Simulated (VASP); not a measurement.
# BN (P6_3mc) in VASP: vibrations by perturbation theory with PBEsol

Aim: the vibrations by perturbation theory of BN with PBEsol.

Everything below comes from runs of VASP 6.6.1. Logs are shortened: lines on timing, memory, paths and dates and some standing lists are left out, and cuts for length are marked.

## Step 1: The cell of the first run

Symmetry: P6_3mc, No. 186, hexagonal system. The conventional cell has a = 2.536 Å, b = 2.536 Å, c = 4.199 Å, α = 90.00°, β = 90.00°, γ = 120.00°. B (site symmetry 3m) has 4 N at 1.56 to 1.57 Å within 2.1 Å. Within 2.1 Å of N (site symmetry 3m) lie 4 B at 1.56 to 1.57 Å.

## Step 2: Vibrations by perturbation theory, PBEsol

File INCAR:

```
  PREC = Accurate
  ENCUT = 520
  EDIFF = 1E-8
  ISMEAR = 0
  SIGMA = 0.01
  LREAL = False
  LASPH = True
  NELM = 100
  ALGO = Normal
  ISIF = 2
  LWAVE = False
  LCHARG = True
  GGA = PS
  NBANDS = 16
  IBRION = 8
  NSW = 1
```

File KPOINTS:

```
regular mesh
0
Gamma
  8 8 4
```

File POSCAR:

```
BN
1.0
    2.5360000000      0.0000000000      0.0000000000
   -1.2680000000      2.1962400000      0.0000000000
    0.0000000000      0.0000000000      4.1990000000
B N
2 2
Direct
    0.6666666667      0.3333333333      0.0000000000
    0.3333333333      0.6666666667      0.5000000000
    0.6666666667      0.3333333333      0.3750000000
    0.3333333333      0.6666666667      0.8750000000
```

Potentials or basis: VASP PAW PBE potentials, release 64 (B, N).

Command:

```bash
> cat potpaw_PBE.64/B/POTCAR potpaw_PBE.64/N/POTCAR > POTCAR
> mpirun -np 1 vasp_std > vasp.out
```

OUTCAR:

```text
PREC = Accurate
   ENCUT = 520
   EDIFF = 1E-8
   ISMEAR = 0
   LREAL = False
   LASPH = True
   NELM = 100
   ISIF = 2
   GGA = PS
   IBRION = 8
   NSW = 1

 ion  position               nearest neighbor table
   1  0.667  0.333  0.000-   4 1.56   4 1.56   4 1.56   3 1.57
   2  0.333  0.667  0.500-   3 1.56   3 1.56   3 1.56   4 1.57
   3  0.667  0.333  0.375-   2 1.56   2 1.56   2 1.56   1 1.57
   4  0.333  0.667  0.875-   1 1.56   1 1.56   1 1.56   2 1.57

  LATTYP: Found a hexagonal cell.
 ALAT       =     2.5360000000
 C/A-ratio  =     1.6557570978

  Lattice vectors:

 A1 = (   2.5360000000,   0.0000000000,   0.0000000000)
 A2 = (  -1.2680000000,   2.1962400000,   0.0000000000)
 A3 = (   0.0000000000,   0.0000000000,   4.1990000000)

Analysis of symmetry for initial positions (statically):
=====================================================================
 Subroutine PRICEL returns:
 Original cell was already a primitive cell.

 Routine SETGRP: Setting up the symmetry group for a
 hexagonal supercell.

 Subroutine GETGRP returns: Found 12 space group operations
 (whereof  6 operations were pure point group operations)
 out of a pool of 24 trial point group operations.

The static configuration has the point symmetry C_3v.
 The point group associated with its full space group is C_6v.

Analysis of symmetry for dynamics (positions and initial velocities):
=====================================================================
 Subroutine PRICEL returns:
 Original cell was already a primitive cell.

 Routine SETGRP: Setting up the symmetry group for a
 hexagonal supercell.

 Subroutine GETGRP returns: Found 12 space group operations
 (whereof  6 operations were pure point group operations)
 out of a pool of 24 trial point group operations.

The dynamic configuration has the point symmetry C_3v.
 The point group associated with its full space group is C_6v.

 Subroutine INISYM returns: Found 12 space group operations
 (whereof  6 operations are pure point group operations),
 and found     1 'primitive' translations

----------------------------------------------------------------------------------------

                                     Primitive cell

  volume of cell :      23.3870

  direct lattice vectors                    reciprocal lattice vectors
     2.536000000  0.000000000  0.000000000     0.394321767  0.227661822  0.000000000
    -1.268000000  2.196240000  0.000000000     0.000000000  0.455323644  0.000000000
     0.000000000  0.000000000  4.199000000     0.000000000  0.000000000  0.238151941

  length of vectors
     2.536000000  2.535999633  4.199000000     0.455323578  0.455323644  0.238151941

  position of ions in fractional coordinates (direct lattice)
     0.666666667  0.333333333  0.000000000
     0.333333333  0.666666667  0.500000000
     0.666666667  0.333333333  0.375000000
     0.333333333  0.666666667  0.875000000

  ion indices of the primitive-cell ions
   primitive index   ion index
                 1           1
                 2           2
[... 119 lines left out ...]
  ext. energy  EPLUGINS =         0.00000000
  ---------------------------------------------------
  free energy    TOTEN  =       -36.62395040 eV

  energy without entropy =      -36.62395040  energy(sigma->0) =      -36.62395040

 E-fermi :   7.6864     XC(G=0): -13.0566

 val. band max:        7.6413970710   @ k =   0.0000   0.0000   0.0000
 cond. band min:      12.9400725534   @ k =   0.3750   0.2500   0.0000
 fundamental gap:      5.2986754824
 Fermi energy:         7.6864313415

 k-point     1 :       0.0000    0.0000    0.0000
  band No.  band energies     occupation
      1     -12.9005      2.00000
      2      -8.6561      2.00000
      3      -3.4584      2.00000
      4       5.4959      2.00000
      5       5.4959      2.00000
      6       7.3885      2.00000
[... 433 lines left out ...]
      3      -1.1728      2.00000
      4      -1.1728      2.00000
      5       3.7586      2.00000
      6       3.7586      2.00000
[... 8 lines left out ...]
     15      23.7924      0.00000
     16      23.7924      0.00000

 [... further k-points ...]
[... 5 lines left out ...]
  --------------------------------------------------------------------------------------
  -------------------------------------------------------------------------------------
  Total        0.4311389      0.4311387      0.2707719      0.0000000      0.0000000      0.0000000
  in kB       29.5360806     29.5360692     18.5497987      0.0000000      0.0000000      0.0000000
  external PRESSURE =      25.8739828 kB  Pullay stress =       0.0000000 kB

 VOLUME and BASIS-vectors are now :
 -----------------------------------------------------------------------------
  energy-cutoff  :      520.00
  volume of cell :       23.39
      direct lattice vectors                 reciprocal lattice vectors
     2.536000000  0.000000000  0.000000000     0.394321767  0.227661822  0.000000000
    -1.268000000  2.196240000  0.000000000     0.000000000  0.455323644  0.000000000
     0.000000000  0.000000000  4.199000000     0.000000000  0.000000000  0.238151941

 POSITION                                       TOTAL-FORCE (eV/Angst)
 -----------------------------------------------------------------------------------
      1.26800      0.73208      0.00000        -0.000000      0.000000      0.061418
     -0.00000      1.46416      2.09950        -0.000000      0.000000      0.061418
      1.26800      0.73208      1.57462         0.000000     -0.000000     -0.061418
     -0.00000      1.46416      3.67413        -0.000000      0.000000     -0.061418
 -----------------------------------------------------------------------------------
    total drift:                               -0.000000     -0.000000     -0.000013

  FREE ENERGIE OF THE ION-ELECTRON SYSTEM (eV)
  ---------------------------------------------------
  free  energy   TOTEN  =       -36.6239503956 eV

  energy  without entropy=      -36.6239503956  energy(sigma->0) =      -36.62395040

[... ionic steps 2 to 9 ...]

--------------------------------------- Ionic step       10  -------------------------------------------

------------------------ aborting loop because EDIFF is reached ----------------------------------------

[... ionic steps 11 to 11 ...]

--------------------------------------- Ionic step       12  -------------------------------------------

 Free energy of the ion-electron system (eV)
  ---------------------------------------------------
  ---------------------------------------------------
  free energy    TOTEN  =        -0.25828134 eV

  energy without entropy =       -0.25828134

------------------------ aborting loop because EDIFF is reached ----------------------------------------

 INTERNAL STRAIN TENSOR  FOR ION    3  DIRECTION 3   (eV/Angst):
 -----------------------------------------------------------------------------
     1.95721  0.00000 -0.00000
     0.00000  1.95721 -0.00000
     0.00000  0.00000 -1.16946

 INTERNAL STRAIN TENSOR FOR ION    4 for displacements in x,y,z  (eV/Angst):
          X           Y           Z          XY          YZ          ZX
  --------------------------------------------------------------------------------
  x     0.00000     0.00000    -0.00000    -5.52180     0.00000     3.06842
  y    -5.52180     5.52180     0.00000     0.00000     3.28631    -0.00000
  z     1.95721     1.95721    -1.16946     0.00000     0.00000     0.00000

 SECOND DERIVATIVES (NOT SYMMETRIZED)
 ------------------------------------
               1X          1Y          1Z          2X          2Y          2Z          3X          3Y          3Z          4X          4Y          4Z
  1X   -26.017382    0.000000   -0.000000    0.183921    0.000000    0.000000    4.718221    0.000000    0.000000   21.115240    0.000000    0.000000
  1Y     0.000000  -26.017372    0.000000   -0.000000    0.183921    0.000000    0.000000    4.718219    0.000000   -0.000000   21.115232    0.000000
  1Z     0.000000    0.000000  -35.520305    0.000000    0.000000   11.742189    0.000000   -0.000000    9.146685    0.000000    0.000000   14.631430
  2X     0.183921    0.000000    0.000000  -26.017382    0.000000   -0.000000   21.115240    0.000000    0.000000    4.718221    0.000000    0.000000
  2Y     0.000000    0.183921   -0.000000    0.000000  -26.017372   -0.000000    0.000000   21.115232   -0.000000    0.000000    4.718219   -0.000000
  2Z     0.000000   -0.000000   11.742189    0.000000    0.000000  -35.520305    0.000000   -0.000000   14.631430    0.000000    0.000000    9.146685
  3X     4.726292   -0.000000   -0.000000   21.109301    0.000000    0.000000  -26.268020    0.000000    0.000000    0.432427    0.000000    0.000000
  3Y     0.000000    4.726290    0.000000   -0.000000   21.109293    0.000000    0.000000  -26.268010    0.000000    0.000000    0.432427    0.000000
  3Z     0.000000    0.000000    9.023669    0.000000    0.000000   14.741273   -0.000000    0.000000  -37.978040    0.000000    0.000000   14.213098
  4X    21.109301    0.000000    0.000000    4.726292    0.000000    0.000000    0.432427    0.000000    0.000000  -26.268020   -0.000000    0.000000
  4Y    -0.000000   21.109293    0.000000    0.000000    4.726290   -0.000000    0.000000    0.432427    0.000000   -0.000000  -26.268010   -0.000000
  4Z     0.000000   -0.000000   14.741273   -0.000000   -0.000000    9.023669    0.000000    0.000000   14.213098    0.000000    0.000000  -37.978040

 Eigenvectors and eigenvalues of the dynamical matrix
 ----------------------------------------------------

   1 f  =   33.556397 THz   210.841058 2PiTHz 1119.320905 cm-1   138.778043 meV
             X         Y         Z           dx          dy          dz
      1.268000  0.732080  0.000000     0.000000    0.000000    0.627985
     -0.000000  1.464160  2.099500     0.000000    0.000000   -0.627985
      1.268000  0.732080  1.574625    -0.000000   -0.000000    0.325015
     -0.000000  1.464160  3.674125    -0.000000   -0.000000   -0.325015
[... 71 lines left out ...]
  12 f/i=    0.004240 THz     0.026638 2PiTHz    0.141419 cm-1     0.017534 meV
             X         Y         Z           dx          dy          dz
      1.268000  0.732080  0.000000     0.000000   -0.000000   -0.466680
     -0.000000  1.464160  2.099500     0.000000   -0.000000   -0.466680
      1.268000  0.732080  1.574625     0.000000   -0.000000   -0.531234
     -0.000000  1.464160  3.674125     0.000000   -0.000000   -0.531234

--------------------------------------------------------------------------------------------------------

 ELASTIC MODULI CONTR FROM IONIC RELAXATION (kBar)
 Direction    XX          YY          ZZ          XY          YZ          ZX
 --------------------------------------------------------------------------------
 XX        -178.9488    134.8469     13.1847      0.0000      0.0000      0.0000
 YY         134.8469   -178.9486     13.1847      0.0000     -0.0000     -0.0000
 ZZ          13.1847     13.1847     -7.8834     -0.0000      0.0000      0.0000
 XY           0.0000      0.0000     -0.0000   -156.8978     -0.0000      0.0000
 YZ           0.0000      0.0000      0.0000     -0.0000    -56.2717     -0.0000
 ZX           0.0000     -0.0000      0.0000      0.0000     -0.0000    -47.8805
 --------------------------------------------------------------------------------
```

Wall time 4.8 min (1 thread of Intel Xeon 8259CL, shared host); peak memory 0.24 GiB.

What came out:

* Highest phonon frequency at Γ, LO-TO splitting left out: 1119 cm⁻¹

Phonon frequencies in cm⁻¹ (negative: imaginary):
```
              q point                                    frequencies
(0.000, 0.000, 0.000)  0 0 0 469 469 974 979 979 1029 1073 1073 1119
```

Caveat: the k points lie up to 0.37 Å⁻¹ apart; the cell wasn't relaxed at this level first, which shifts response properties; the PAW data sets were made with another functional, which shifts forces and pressure a little.
